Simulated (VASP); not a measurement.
# SrTiO3 (Pm-3m) in VASP: further runs, part 2 of 2

VASP 6.6.1. Earlier steps stand in the parts before.

### Step 4. Single point, LDA

This run uses another cell than the first one, of 10.95 Å³/atom, 0.987 times its volume.

The input, INCAR:

```
SYSTEM = SrTiO3
PREC = Accurate ; ENCUT = 520
EDIFF = 1E-6 ; ISMEAR = 0
SIGMA = 0.01 ; LREAL = .False.
LASPH = .True. ; NELM = 80
ALGO = Normal ; ISIF = 2
LWAVE = .False. ; LCHARG = .False.
GGA = CA ; NBANDS = 28
```

The input, KPOINTS:

```
regular mesh
0
Gamma
  6 6 6
  0 0 0
```

The input, POSCAR:

```
SrTiO3
1.0
    3.7969539023      0.0000000000      0.0000000000
    0.0000000000      3.7969539023      0.0000000000
    0.0000000000      0.0000000000      3.7969539023
Sr Ti O
1 1 3
Direct
    0.5000000000      0.5000000000      0.5000000000
    0.0000000000      0.0000000000      0.0000000000
    0.5000000000      0.0000000000      0.0000000000
    0.0000000000      0.5000000000      0.0000000000
    0.0000000000      0.0000000000      0.5000000000
```

Potentials or basis: VASP PAW LDA potentials, release 64 (Sr_sv, Ti_sv, O).

Started as:

```console
$ cat potpaw_LDA.64/Sr_sv/POTCAR potpaw_LDA.64/Ti_sv/POTCAR potpaw_LDA.64/O/POTCAR > POTCAR
$ mpirun -np 1 vasp_std > vasp.out
```

OUTCAR:

```text
SYSTEM = SrTiO3
   PREC = Accurate
   ENCUT = 520
   EDIFF = 1E-6
   ISMEAR = 0
   LREAL = .False.
   LASPH = .True.
   NELM = 80
   ISIF = 2
   GGA = CA

 ion  position               nearest neighbor table
   1  0.500  0.500  0.500-   3 2.68   4 2.68   5 2.68   3 2.68   4 2.68   3 2.68   5 2.68   3 2.68
                             4 2.68   5 2.68   4 2.68   5 2.68   2 3.29   2 3.29   2 3.29   2 3.29
   2  0.000  0.000  0.000-   3 1.90   4 1.90   5 1.90   5 1.90   4 1.90   3 1.90   1 3.29   1 3.29
                             1 3.29   1 3.29   1 3.29   1 3.29   1 3.29   1 3.29
   3  0.500  0.000  0.000-   2 1.90   2 1.90   1 2.68   1 2.68   1 2.68   1 2.68
   4  0.000  0.500  0.000-   2 1.90   2 1.90   1 2.68   1 2.68   1 2.68   1 2.68
   5  0.000  0.000  0.500-   2 1.90   2 1.90   1 2.68   1 2.68   1 2.68   1 2.68

  LATTYP: Found a simple cubic cell.
 ALAT       =     3.7969539023

  Lattice vectors:

 A1 = (   3.7969539023,   0.0000000000,   0.0000000000)
 A2 = (   0.0000000000,   3.7969539023,   0.0000000000)
 A3 = (   0.0000000000,   0.0000000000,   3.7969539023)

Analysis of symmetry for initial positions (statically):
=====================================================================
 Subroutine PRICEL returns:
 Original cell was already a primitive cell.

 Routine SETGRP: Setting up the symmetry group for a
 simple cubic supercell.

 Subroutine GETGRP returns: Found 48 space group operations
 (whereof 48 operations were pure point group operations)
 out of a pool of 48 trial point group operations.

The static configuration has the point symmetry O_h .

Analysis of symmetry for dynamics (positions and initial velocities):
=====================================================================
 Subroutine PRICEL returns:
 Original cell was already a primitive cell.

 Routine SETGRP: Setting up the symmetry group for a
 simple cubic supercell.

[... 123 lines left out ...]
   IMIX   =      4    mixing-type and parameters
     AMIX     =   0.40;   BMIX     =  1.00
     AMIX_MAG =   1.60;   BMIX_MAG =  1.00
  volume/ion in A,a.u.               =      10.95        73.88
  Fermi-wavevector in a.u.,A,eV,Ry     =   1.474550  2.786495 29.583116  2.174298
  Thomas-Fermi vector in A             =   2.589308
   LORBIT       =      0    0 simple, 1 ext, 2 COOP (PROOUT), +10 PAW based schemes
   GGA     = CA    functional components
   LHFCALC =     F    Hartree Fock is set to
   AEXX    =    0.0000 exact exchange contribution
   IVDW    =     0    specifies the selected vdW correction
   LEPSILON=     F    determine dielectric tensor
   LRPA    =     F    only Hartree local field effects (RPA)
 non-spin polarized calculation
 Gauss-broadening in eV      SIGMA  =   0.01
  energy-cutoff  :      520.00
  volume of cell :       54.74
 maximum number of plane-waves:      1492
   NGX = 15   NGY = 15   NGZ = 15

 number of electron      39.9999983 magnetization

 Free energy of the ion-electron system (eV)
  ---------------------------------------------------
  ext. energy  EPLUGINS =         0.00000000
  ---------------------------------------------------
  free energy    TOTEN  =       -44.07785405 eV

  energy without entropy =      -44.07785405  energy(sigma->0) =      -44.07785405

 E-fermi :   4.8040     XC(G=0): -12.2381

 val. band max:        4.6078337141   @ k =   0.5000   0.5000   0.5000
 cond. band min:       6.4927655169   @ k =   0.0000   0.0000   0.0000
 fundamental gap:      1.8849318028
 Fermi energy:         4.8040058342

 k-point     1 :       0.0000    0.0000    0.0000
  band No.  band energies     occupation
      1     -50.7774      2.00000
      2     -27.6537      2.00000
      3     -27.4946      2.00000
      4     -27.4946      2.00000
      5     -27.4946      2.00000
      6     -12.8322      2.00000
[... 609 lines left out ...]
     27      14.0140      0.00000
     28      14.0140      0.00000

------------------------ aborting loop because EDIFF is reached ----------------------------------------

  FORCE on cell =-STRESS in cart. coord.  units (eV):
  Direction    XX          YY          ZZ          XY          YZ          ZX
  --------------------------------------------------------------------------------------
  -------------------------------------------------------------------------------------
  Total        3.8578529      3.8578529      3.8578529     -0.0000000     -0.0000000     -0.0000000
  in kB      112.9146434    112.9146434    112.9146434     -0.0000000     -0.0000000     -0.0000000
  external PRESSURE =     112.9146434 kB  Pullay stress =       0.0000000 kB

 VOLUME and BASIS-vectors are now :
 -----------------------------------------------------------------------------
  energy-cutoff  :      520.00
  volume of cell :       54.74
      direct lattice vectors                 reciprocal lattice vectors
     3.796953902  0.000000000  0.000000000     0.263369013  0.000000000  0.000000000
     0.000000000  3.796953902  0.000000000     0.000000000  0.263369013  0.000000000
     0.000000000  0.000000000  3.796953902     0.000000000  0.000000000  0.263369013

 POSITION                                       TOTAL-FORCE (eV/Angst)
 -----------------------------------------------------------------------------------
      1.89848      1.89848      1.89848         0.000000      0.000000      0.000000
      0.00000      0.00000      0.00000         0.000000      0.000000      0.000000
      1.89848      0.00000      0.00000         0.000000      0.000000      0.000000
      0.00000      1.89848      0.00000         0.000000      0.000000      0.000000
      0.00000      0.00000      1.89848         0.000000      0.000000      0.000000
 -----------------------------------------------------------------------------------
    total drift:                               -0.000000      0.000000     -0.000000

  FREE ENERGIE OF THE ION-ELECTRON SYSTEM (eV)
  ---------------------------------------------------
  free  energy   TOTEN  =       -44.0778540539 eV

  energy  without entropy=      -44.0778540539  energy(sigma->0) =      -44.07785405
```

OSZICAR:

```text
N       E                     dE             d eps       ncg     rms          rms(c)
DAV:   1     0.413187431757E+03    0.41319E+03   -0.20927E+04  1120   0.156E+03
DAV:   2    -0.161330714927E+02   -0.42932E+03   -0.41255E+03  1312   0.439E+02
DAV:   3    -0.513985973402E+02   -0.35266E+02   -0.35005E+02  1252   0.128E+02
DAV:   4    -0.537697986575E+02   -0.23712E+01   -0.23676E+01  1968   0.260E+01
DAV:   5    -0.537899828181E+02   -0.20184E-01   -0.20171E-01  1408   0.247E+00    0.303E+01
DAV:   6    -0.441402429512E+02    0.96497E+01   -0.48928E+01  1536   0.665E+01    0.185E+01
DAV:   7    -0.441621196062E+02   -0.21877E-01   -0.67419E+00  1384   0.202E+01    0.129E+01
DAV:   8    -0.441613635976E+02    0.75601E-03   -0.14044E+00  1308   0.129E+01    0.305E+00
DAV:   9    -0.440826375603E+02    0.78726E-01   -0.31838E-01  1332   0.632E+00    0.942E-01
DAV:  10    -0.440830724901E+02   -0.43493E-03   -0.88912E-02  1476   0.209E+00    0.668E-01
DAV:  11    -0.440779738892E+02    0.50986E-02   -0.28832E-02  1684   0.149E+00    0.127E-01
DAV:  12    -0.440778429053E+02    0.13098E-03   -0.19299E-03  1408   0.552E-01    0.593E-02
DAV:  13    -0.440778668757E+02   -0.23970E-04   -0.24733E-04  1484   0.147E-01    0.377E-02
DAV:  14    -0.440778567009E+02    0.10175E-04   -0.27726E-05  1600   0.434E-02    0.150E-02
DAV:  15    -0.440778539858E+02    0.27151E-05   -0.12136E-05  1544   0.273E-02    0.513E-03
DAV:  16    -0.440778540539E+02   -0.68149E-07   -0.11561E-06   808   0.969E-03
   1 F= -.44077854E+02 E0= -.44077854E+02  d E =-.578592-171
```

stdout:

```text
POSCAR found type information on POSCAR SrTiO
 POSCAR found :  3 types and       5 ions
 scaLAPACK will be used
 LDA part: xc-table for (Slater(with rela. corr.)+CA(PZ))
 , standard interpolation
 POSCAR, INCAR and KPOINTS ok, starting setup
 FFT: planning ... GRIDC
 FFT: planning ... GRID_SOFT
 FFT: planning ... GRID
 WAVECAR not read
 entering main loop
```

Wall time 42 s (1 thread of Intel Xeon 8259CL, shared host); peak memory 0.16 GiB.

Results:

```
Free energy            : -44.0779 eV
Pressure               : 11.3 GPa
Band gap on the k mesh : 1.89 eV, indirect (least direct gap 2.18 eV)
```

Levels at points of the mesh, in eV from the valence-band top:
```tsv
k point	band 16	band 17	band 18	band 19	band 20	band 21	band 22	band 23	band 24	band 25
(0.00, 0.00, 0.00)	-1.34	-1.34	-0.29	-0.29	-0.29	1.88	1.88	1.88	4.88	4.88
(0.50, 0.00, 0.00)	-2.62	-2.62	-2.33	-0.71	-0.71	2.11	4.19	4.19	5.00	7.46
(0.50, 0.50, 0.00)	-3.26	-1.66	-1.66	-1.65	-0.11	4.20	4.20	4.67	6.10	8.24
(0.50, 0.50, 0.50)	-4.01	-4.01	0.00	0.00	0.00	4.98	4.98	4.98	7.18	7.18
```
